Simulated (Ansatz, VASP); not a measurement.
## One calculation of Pt, two programs

```
Pt
1.0
    -1.60657    1.60657    1.60657
     1.60657   -1.60657    1.60657
     1.60657    1.60657   -1.60657
Pt
1
Direct
  0.00000 0.00000 0.00000
```

Alike in both runs: task single point; functional PBE; k mesh 8 × 8 × 8; occupations gaussian, width 0.05 eV; no spin polarisation.

|  | VASP | Ansatz |
| --- | --- | --- |
| version | VASP 6.6.1 | Ansatz 0.2.0 |
| potentials or method | VASP PAW PBE potentials, release 64 (Pt), cutoff 500 eV | scalar-relativistic, plane waves, PAW |
| valence electrons in the cell | 10 | 18 |

|  | VASP | Ansatz | Ansatz less VASP |
| --- | --- | --- | --- |
| gap on the k mesh at the Fermi level (eV) | none | none | - |
| pressure (GPa) | -8.8 | -8.5 | +0.37 |

A gap of «none» marks a metal or a gap that the smearing closes. VASP's potentials hold 10 valence electrons a cell and Ansatz's 18, so a difference there can come from the potentials and not from the codes.

Neither program's run includes spin-orbit coupling.
